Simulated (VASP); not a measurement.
# Cr (Im-3m) in VASP: a series of runs

Cr is run at these levels: r2SCAN; tasks: single point.

All numbers are computed with VASP 6.6.1; they aren't measurements. Logs are shortened: lines on timing, memory, paths and dates and some standing lists are left out, and cuts for length are marked.

## Step 1: The cell of the first run

It takes space group Im-3m (No. 229, cubic). The conventional cell has a = 2.830 Å, b = 2.830 Å, c = 2.830 Å, α = 90.00°, β = 90.00°, γ = 90.00°. Cr (site symmetry m-3m) has 14 Cr at 2.45 to 2.83 Å within 3.2 Å.

## Step 2: Single point, r2SCAN, collinear spin, ferromagnetic start

File POSCAR:

```
Cr
1.0
   -1.4148813462      1.4148813462      1.4148813462
    1.4148813462     -1.4148813462      1.4148813462
    1.4148813462      1.4148813462     -1.4148813462
Cr
1
Direct
    0.0000000000      0.0000000000      0.0000000000
```

File INCAR.step1:

```
SYSTEM = Cr
ALGO     = Normal         ! electronic algorithm
EDIFF    = 1E-4           ! SCF threshold, eV
ENCUT    = 520            ! plane-wave cutoff, eV
GGA      = PE             ! functional
ISMEAR   = -1             ! smearing method
ISPIN    = 2              ! spin polarisation
LASPH    = .True.         ! aspherical terms in the spheres
LCHARG   = .False.        ! write CHGCAR
LMAXMIX  = 4              ! l up to which the mixer works
LREAL    = .False.        ! projectors in reciprocal space
LWAVE    = .True.         ! write WAVECAR
MAGMOM   = 1.5            ! initial moments
NBANDS   = 16             ! bands
NELM     = 150            ! most SCF steps
PREC     = Accurate       ! precision mode
SIGMA    = 0.05           ! smearing width, eV
```

File INCAR.step2:

```
SYSTEM = Cr
ALGO     = Normal         ! electronic algorithm
EDIFF    = 1E-6           ! SCF threshold, eV
ENCUT    = 520            ! plane-wave cutoff, eV
ISIF     = 2              ! what is computed and relaxed
ISMEAR   = -1             ! smearing method
ISPIN    = 2              ! spin polarisation
ISTART   = 1            
LASPH    = .True.         ! aspherical terms in the spheres
LCHARG   = .False.        ! write CHGCAR
LMAXMIX  = 4              ! l up to which the mixer works
LMIXTAU  = .True.       
LORBIT   = 11             ! projections on sites
LREAL    = .False.        ! projectors in reciprocal space
LWAVE    = .False.        ! write WAVECAR
MAGMOM   = 1.5            ! initial moments
METAGGA  = R2SCAN         ! meta-GGA
NBANDS   = 16             ! bands
NELM     = 150            ! most SCF steps
PREC     = Accurate       ! precision mode
SIGMA    = 0.05           ! smearing width, eV
```

File KPOINTS:

```
k-points
0
Gamma
  16 16 16
  0 0 0
```

Potentials or basis: VASP PAW PBE potentials, release 64 (Cr_pv).

Run with:

```
cat potpaw_PBE.64/Cr_pv/POTCAR > POTCAR
cp INCAR.step1 INCAR
mpirun -np 1 vasp_std > vasp.out
cp INCAR.step2 INCAR
mpirun -np 1 vasp_std > vasp.out
```

OUTCAR:

```text
SYSTEM = Cr
   EDIFF = 1E-6
   ENCUT = 520
   ISIF = 2
   ISMEAR = -1
   ISPIN = 2
   ISTART = 1
   LASPH = .True.
   LORBIT = 11
   LREAL = .False.
   METAGGA = R2SCAN
   NELM = 150
   PREC = Accurate

 ion  position               nearest neighbor table
   1  0.000  0.000  0.000-

  LATTYP: Found a body centered cubic cell.
 ALAT       =     2.8297626924

  Lattice vectors:

 A1 = (  -1.4148813462,   1.4148813462,   1.4148813462)
 A2 = (   1.4148813462,  -1.4148813462,   1.4148813462)
 A3 = (   1.4148813462,   1.4148813462,  -1.4148813462)

Analysis of symmetry for initial positions (statically):
=====================================================================
 Subroutine PRICEL returns:
 Original cell was already a primitive cell.

 Routine SETGRP: Setting up the symmetry group for a
 body centered cubic supercell.

 Subroutine GETGRP returns: Found 48 space group operations
 (whereof 48 operations were pure point group operations)
 out of a pool of 48 trial point group operations.

The static configuration has the point symmetry O_h .

Analysis of symmetry for dynamics (positions and initial velocities):
=====================================================================
 Subroutine PRICEL returns:
 Original cell was already a primitive cell.

 Routine SETGRP: Setting up the symmetry group for a
 body centered cubic supercell.

 Subroutine GETGRP returns: Found 48 space group operations
 (whereof 48 operations were pure point group operations)
 out of a pool of 48 trial point group operations.

The dynamic configuration has the point symmetry O_h .

Analysis of structural, dynamic, and magnetic symmetry:
=====================================================================
 Subroutine PRICEL returns:
 Original cell was already a primitive cell.

 Routine SETGRP: Setting up the symmetry group for a
 body centered cubic supercell.

 Subroutine GETGRP returns: Found 48 space group operations
 (whereof 48 operations were pure point group operations)
 out of a pool of 48 trial point group operations.

The overall configuration has the point symmetry O_h .

 Subroutine INISYM returns: Found 48 space group operations
 (whereof 48 operations are pure point group operations),
 and found     1 'primitive' translations

----------------------------------------------------------------------------------------

                                     Primitive cell

  volume of cell :      11.3297

  direct lattice vectors                    reciprocal lattice vectors
    -1.414881346  1.414881346  1.414881346     0.000000000  0.353386523  0.353386523
     1.414881346 -1.414881346  1.414881346     0.353386523  0.000000000  0.353386523
     1.414881346  1.414881346 -1.414881346     0.353386523  0.353386523  0.000000000

  length of vectors
     2.450646378  2.450646378  2.450646378     0.499764014  0.499764014  0.499764014

  position of ions in fractional coordinates (direct lattice)
     0.000000000  0.000000000  0.000000000

  ion indices of the primitive-cell ions
   primitive index   ion index
                 1           1

----------------------------------------------------------------------------------------

 KPOINTS: k-points

Automatic generation of k-mesh.
 Grid dimensions read from file:
 generate k-points for:   16   16   16

 Generating k-lattice:

  Cartesian coordinates                     Fractional coordinates (reciprocal lattice)
     0.000000000  0.022086658  0.022086658     0.062500000  0.000000000  0.000000000
     0.022086658  0.000000000  0.022086658     0.000000000  0.062500000  0.000000000
     0.022086658  0.022086658  0.000000000     0.000000000  0.000000000  0.062500000

  Length of vectors
     0.031235251  0.031235251  0.031235251

  Shift w.r.t. Gamma in fractional coordinates (k-lattice)
     0.000000000  0.000000000  0.000000000

 Subroutine IBZKPT returns following result:
 ===========================================

 Found    145 irreducible k-points:

 Following reciprocal coordinates:
            Coordinates               Weight
  0.000000  0.000000  0.000000      1.000000
  0.062500  0.000000  0.000000     12.000000
  0.125000  0.000000  0.000000     12.000000
  0.187500  0.000000  0.000000     12.000000
  0.250000  0.000000  0.000000     12.000000
  0.312500  0.000000  0.000000     12.000000
[... 16 lines left out ...]
  0.187500  0.187500  0.000000     24.000000
  0.250000  0.187500  0.000000     48.000000
 [... further k-points ...]
   k-points           NKPTS =    145   k-points in BZ     NKDIM =    145   number of bands    NBANDS=     16
   number of dos      NEDOS =    301   number of ions     NIONS =      1
   total plane-waves  NPLWV =   5832
   dimension x,y,z NGX =    18 NGY =   18 NGZ =   18
   dimension x,y,z NGXF=    36 NGYF=   36 NGZF=   36
   ions per type =               1
   NGX,Y,Z   is equivalent  to a cutoff of  12.21, 12.21, 12.21 a.u.
   NGXF,Y,Z  is equivalent  to a cutoff of  24.42, 24.42, 24.42 a.u.
 SYSTEM =  Cr
   PREC   = accura    normal or accurate (medium, high low for compatibility)
   ISTART =      1    job   : 0-new  1-cont  2-samecut
   ICHARG =      0    charge: 1-file 2-atom 10-const
   ISPIN  =      2    spin polarized calculation?
   LNONCOLLINEAR =      F non collinear calculations
   LSORBIT =      F    spin-orbit coupling
   LASPH  =      T    aspherical Exc in radial PAW
   ENCUT  =  520.0 eV  38.22 Ry    6.18 a.u.   4.56  4.56  4.56*2*pi/ulx,y,z
   NELM   =    150;   NELMIN=  2; NELMDL=  0     # of ELM steps
   EDIFF  = 0.1E-05   stopping-criterion for ELM
   LREAL  =      F    real-space projection
   EDIFFG = 0.1E-04   stopping-criterion for IOM
   NSW    =      0    number of steps for IOM
   IBRION =     -1    ionic relax: 0-MD 1-quasi-New 2-CG
   NFREE  =      0    steps in history (QN), initial steepest desc. (CG)
   ISIF   =      2    stress and relaxation
   ISYM   =      2    0-nonsym 1-usesym 2-fastsym
   POTIM  = 0.5000    time-step for ionic-motion
   TEBEG  =    0.0;   TEEND  =   0.0 temperature during run
   PSTRESS=    0.0 pullay stress
   NELECT =      12.0000    total number of electrons
   NUPDOWN=      -1.0000    fix difference up-down
   EMIN   =  10.00;   EMAX   =-10.00  energy-range for DOS
   EFERMI =   0.00;   METHOD = LEGACY
   ISMEAR =    -1;   SIGMA  =   0.05  broadening in eV -4-tet -1-fermi 0-gaus
   EFERMI_NEDOS =   21; number of points for ismear=-14 and -15
   IALGO  =     38    algorithm
   IMIX   =      4    mixing-type and parameters
     AMIX     =   0.40;   BMIX     =  1.00
     AMIX_MAG =   1.60;   BMIX_MAG =  1.00
  volume/ion in A,a.u.               =      11.33        76.46
  Fermi-wavevector in a.u.,A,eV,Ry     =   1.668765  3.153509 37.889194  2.784777
  Thomas-Fermi vector in A             =   2.754555
   LORBIT       =     11    0 simple, 1 ext, 2 COOP (PROOUT), +10 PAW based schemes
   METAGGA = R2SCAN    functional components
   LHFCALC =     F    Hartree Fock is set to
   AEXX    =    0.0000 exact exchange contribution
   IVDW    =     0    specifies the selected vdW correction
   LEPSILON=     F    determine dielectric tensor
   LRPA    =     F    only Hartree local field effects (RPA)
 spin polarized calculation
  energy-cutoff  :      520.00
  volume of cell :       11.33
 maximum number of plane-waves:       321
   NGX =  9   NGY =  9   NGZ =  9

 number of electron      12.0000006 magnetization       0.0000013

 number of electron      12.0000006 magnetization      -0.0000000

 Free energy of the ion-electron system (eV)
  ---------------------------------------------------
  ext. energy  EPLUGINS =         0.00000000
  ---------------------------------------------------
  free energy    TOTEN  =       -14.81184316 eV

  energy without entropy =      -14.80762638  energy(sigma->0) =      -14.80973477

 E-fermi :  11.1713     XC(G=0): -15.1139

 val. band max:       11.1344960711   @ k =  -0.1875   0.1875   0.1250
 cond. band min:      11.1798917520   @ k =  -0.3125   0.3125   0.1875
 fundamental gap:      0.0453956809
 Fermi energy:        11.1712744750

 spin component 1

 k-point     1 :       0.0000    0.0000    0.0000
  band No.  band energies     occupation
      1     -33.1151      1.00000
      2     -33.1151      1.00000
      3     -33.1151      1.00000
      4       2.7037      1.00000
      5      10.2045      1.00000
      6      10.2046      1.00000
[... 8 lines left out ...]
     15      42.5753      0.00000
     16      47.3784      0.00000

 k-point     2 :       0.0625    0.0000    0.0000
  band No.  band energies     occupation
      1     -33.1558      1.00000
      2     -33.1274      1.00000
      3     -33.1154      1.00000
      4       2.8863      1.00000
      5      10.1325      1.00000
      6      10.1915      1.00000
[... 8 lines left out ...]
     15      43.0045      0.00000
     16      45.6351      0.00000
[... 387 lines left out ...]
      5       9.0581      1.00000
      6       9.3068      1.00000
[... 8 lines left out ...]
     15      42.0602      0.00000
     16      46.0382      0.00000

 k-point    24 :       0.2500    0.1875    0.0000
  band No.  band energies     occupation
      1     -33.9102      1.00000
      2     -33.4360      1.00000
      3     -33.2001      1.00000
      4       7.0807      1.00000
      5       8.8083      1.00000
      6       9.3894      1.00000
[... 8 lines left out ...]
     15      42.2182      0.00000
     16      46.8664      0.00000

 [... further k-points ...]

 spin component 2

 k-point     1 :       0.0000    0.0000    0.0000
  band No.  band energies     occupation
      1     -33.1151      1.00000
      2     -33.1151      1.00000
      3     -33.1151      1.00000
      4       2.7037      1.00000
      5      10.2045      1.00000
      6      10.2046      1.00000
[... 8 lines left out ...]
     15      42.5753      0.00000
     16      47.3785      0.00000

 k-point     2 :       0.0625    0.0000    0.0000
  band No.  band energies     occupation
      1     -33.1558      1.00000
      2     -33.1274      1.00000
      3     -33.1154      1.00000
      4       2.8863      1.00000
      5      10.1325      1.00000
      6      10.1915      1.00000
[... 8 lines left out ...]
     15      43.0045      0.00000
     16      45.6351      0.00000
[... 387 lines left out ...]
      5       9.0581      1.00000
      6       9.3068      1.00000
[... 8 lines left out ...]
     15      42.0602      0.00000
     16      46.0382      0.00000

 k-point    24 :       0.2500    0.1875    0.0000
  band No.  band energies     occupation
      1     -33.9102      1.00000
      2     -33.4360      1.00000
      3     -33.2001      1.00000
      4       7.0807      1.00000
      5       8.8083      1.00000
      6       9.3894      1.00000
[... 8 lines left out ...]
     15      42.2182      0.00000
     16      46.8664      0.00000

 [... further k-points ...]

------------------------ aborting loop because EDIFF is reached ----------------------------------------

  FORCE on cell =-STRESS in cart. coord.  units (eV):
  Direction    XX          YY          ZZ          XY          YZ          ZX
  --------------------------------------------------------------------------------------
  -------------------------------------------------------------------------------------
  Total        0.0358368      0.0358368      0.0358368      0.0000000     -0.0000000      0.0000000
  in kB        5.0677999      5.0677999      5.0677999      0.0000000     -0.0000000      0.0000000
  external PRESSURE =       5.0677999 kB  Pullay stress =       0.0000000 kB

 VOLUME and BASIS-vectors are now :
 -----------------------------------------------------------------------------
  energy-cutoff  :      520.00
  volume of cell :       11.33
      direct lattice vectors                 reciprocal lattice vectors
    -1.414881346  1.414881346  1.414881346     0.000000000  0.353386523  0.353386523
     1.414881346 -1.414881346  1.414881346     0.353386523  0.000000000  0.353386523
     1.414881346  1.414881346 -1.414881346     0.353386523  0.353386523  0.000000000

 POSITION                                       TOTAL-FORCE (eV/Angst)
 -----------------------------------------------------------------------------------
      0.00000      0.00000      0.00000         0.000000      0.000000     -0.000000
 -----------------------------------------------------------------------------------
    total drift:                                0.000000      0.000000      0.000000

  FREE ENERGIE OF THE ION-ELECTRON SYSTEM (eV)
  ---------------------------------------------------
  free  energy   TOTEN  =       -14.8118431567 eV

  energy  without entropy=      -14.8076263760  energy(sigma->0) =      -14.80973477

 total charge

# of ion       s       p       d       tot
------------------------------------------
    1        0.694   6.438   4.191  11.322

 magnetization (x)

# of ion       s       p       d       tot
------------------------------------------
    1       -0.000  -0.000  -0.000  -0.000
```

It took 80 s on 1 thread of Intel Xeon 6975P-C (Granite Rapids), shared host; peak memory 0.15 GiB.

What came out:

- Free energy: -14.8118 eV
- Pressure: 0.5 GPa
- Band gap on the k mesh: zero (filled and empty bands overlap)
- Net moment: 0.00 μB per cell
- Valence electrons inside the program's atomic spheres: Cr 11.32

Levels at points of the mesh, in eV from the Fermi level:
Spin up:
| k point | band 3 | band 4 | band 5 | band 6 | band 7 | band 8 | band 9 | band 10 |
| --- | --- | --- | --- | --- | --- | --- | --- | --- |
| (0.00, 0.00, 0.00) | -44.29 | -8.47 | -0.97 | -0.97 | -0.97 | 1.46 | 1.46 | 3.24 |
| (0.50, 0.00, 0.00) | -44.29 | -4.74 | -2.64 | 1.02 | 1.38 | 1.82 | 3.00 | 3.17 |
| (0.50, 0.50, 0.50) | -44.98 | -4.50 | -4.50 | 2.59 | 2.59 | 2.59 | 3.17 | 11.19 |
Spin down:
| k point | band 3 | band 4 | band 5 | band 6 | band 7 | band 8 | band 9 | band 10 |
| --- | --- | --- | --- | --- | --- | --- | --- | --- |
| (0.00, 0.00, 0.00) | -44.29 | -8.47 | -0.97 | -0.97 | -0.97 | 1.46 | 1.46 | 3.24 |
| (0.50, 0.00, 0.00) | -44.29 | -4.74 | -2.64 | 1.02 | 1.38 | 1.82 | 3.00 | 3.17 |
| (0.50, 0.50, 0.50) | -44.98 | -4.50 | -4.50 | 2.59 | 2.59 | 2.59 | 3.17 | 11.19 |

Caveat: the PAW data sets were made with another functional, which shifts forces and pressure a little.

## Step 3: Single point, r2SCAN, collinear spin, ferromagnetic start

POSCAR is that of step 2.

File INCAR.step1:

```
PREC = Accurate
ENCUT = 520
ISMEAR = -1
SIGMA = 0.05
LREAL = False
LASPH = True
NELM = 150
ISPIN = 2
MAGMOM = 1.5
LMAXMIX = 4
NBANDS = 16
GGA = PE
ALGO = Normal
EDIFF = 1E-4
LWAVE = True
LCHARG = False
```

File INCAR.step2:

```
PREC = Accurate
ENCUT = 520
EDIFF = 1E-6
ISMEAR = -1
SIGMA = 0.05
LREAL = False
LASPH = True
NELM = 150
ALGO = Normal
ISIF = 2
LWAVE = False
LCHARG = False
ISPIN = 2
MAGMOM = 1.5
LORBIT = 11
LMAXMIX = 4
METAGGA = R2SCAN
LMIXTAU = True
NBANDS = 16
ISTART = 1
```

File KPOINTS:

```
regular mesh
0
Gamma
  22 22 22
```

Potentials or basis: VASP PAW PBE potentials, release 64 (Cr_pv).

Run with:

```
cat potpaw_PBE.64/Cr_pv/POTCAR > POTCAR
cp INCAR.step1 INCAR
mpirun -np 1 vasp_std > vasp.out
cp INCAR.step2 INCAR
mpirun -np 1 vasp_std > vasp.out
```

Run time: 2.5 min. Hardware: 1 thread of Intel Xeon 6975P-C (Granite Rapids), shared host; peak memory 0.19 GiB.

It converged, with:

- Free energy: -14.8081 eV
- Pressure: 0.4 GPa
- Band gap on the k mesh: zero (filled and empty bands overlap)
- Net moment: 0.00 μB per cell
- Valence electrons inside the program's atomic spheres: Cr 11.32

Levels at points of the mesh, in eV from the Fermi level:
Spin up:
```tsv
k point	band 3	band 4	band 5	band 6	band 7	band 8	band 9	band 10
(0.00, 0.00, 0.00)	-44.30	-8.48	-0.98	-0.98	-0.98	1.45	1.45	3.23
(0.50, 0.00, 0.00)	-44.31	-4.75	-2.65	1.01	1.37	1.81	2.99	3.16
(0.50, 0.50, 0.50)	-44.99	-4.52	-4.52	2.57	2.57	2.57	3.16	11.17
```
Spin down:
| k point | band 4 | band 5 | band 6 | band 7 | band 8 | band 9 |
| --- | --- | --- | --- | --- | --- | --- |
| (0.00, 0.00, 0.00) | -8.48 | -0.98 | -0.98 | -0.98 | 1.45 | 1.45 |
| (0.50, 0.00, 0.00) | -4.75 | -2.65 | 1.01 | 1.37 | 1.81 | 2.99 |
| (0.50, 0.50, 0.50) | -4.52 | -4.52 | 2.57 | 2.57 | 2.57 | 3.16 |

Caveat: the PAW data sets were made with another functional, which shifts forces and pressure a little.

## Step 4: Single point, r2SCAN, collinear spin, ferromagnetic start

POSCAR is that of step 3.

File INCAR.step1:

```
PREC     = Accurate       # precision mode
ENCUT    = 520            # plane-wave cutoff, eV
ISMEAR   = -1             # smearing method
SIGMA    = 0.05           # smearing width, eV
LREAL    = False          # projectors in reciprocal space
LASPH    = True           # aspherical terms in the spheres
NELM     = 150            # most SCF steps
ISPIN    = 2              # spin polarisation
MAGMOM   = 1.5            # initial moments
LMAXMIX  = 4              # l up to which the mixer works
NBANDS   = 16             # bands
GGA      = PE             # functional
ALGO     = Normal         # electronic algorithm
EDIFF    = 1E-4           # SCF threshold, eV
LWAVE    = True           # write WAVECAR
LCHARG   = False          # write CHGCAR
```

File INCAR.step2:

```
PREC     = Accurate       # precision mode
ENCUT    = 520            # plane-wave cutoff, eV
EDIFF    = 1E-6           # SCF threshold, eV
ISMEAR   = -1             # smearing method
SIGMA    = 0.05           # smearing width, eV
LREAL    = False          # projectors in reciprocal space
LASPH    = True           # aspherical terms in the spheres
NELM     = 150            # most SCF steps
ALGO     = Normal         # electronic algorithm
ISIF     = 2              # what is computed and relaxed
LWAVE    = False          # write WAVECAR
LCHARG   = False          # write CHGCAR
ISPIN    = 2              # spin polarisation
MAGMOM   = 1.5            # initial moments
LORBIT   = 11             # projections on sites
LMAXMIX  = 4              # l up to which the mixer works
METAGGA  = R2SCAN         # meta-GGA
LMIXTAU  = True         
NBANDS   = 16             # bands
ISTART   = 1
```

File KPOINTS:

```
regular mesh
0
Gamma
  25 25 25
```

Run with:

```
cat potpaw_PBE.64/Cr_pv/POTCAR > POTCAR
cp INCAR.step1 INCAR
mpirun -np 1 vasp_std > vasp.out
cp INCAR.step2 INCAR
mpirun -np 1 vasp_std > vasp.out
```

Run time: 3.6 min. Hardware: 1 thread of Intel Xeon 6975P-C (Granite Rapids), shared host; peak memory 0.23 GiB.

It converged, with:

```
Free energy                                           : -14.8077 eV
Pressure                                              : 0.5 GPa
Band gap on the k mesh                                : zero (filled and empty bands overlap)
Net moment                                            : 0.00 μB per cell
Valence electrons inside the program's atomic spheres : Cr 11.32
```

Levels at points of the mesh, in eV from the Fermi level:
Spin up:
| k point | band 4 | band 5 | band 6 | band 7 | band 8 | band 9 |
| --- | --- | --- | --- | --- | --- | --- |
| (0.00, 0.00, 0.00) | -8.50 | -1.00 | -1.00 | -1.00 | 1.42 | 1.42 |
Spin down:
| k point | band 4 | band 5 | band 6 | band 7 | band 8 | band 9 |
| --- | --- | --- | --- | --- | --- | --- |
| (0.00, 0.00, 0.00) | -8.50 | -1.00 | -1.00 | -1.00 | 1.42 | 1.42 |

Caveat: the PAW data sets were made with another functional, which shifts forces and pressure a little.

(Part 1 of 2 ends here.)
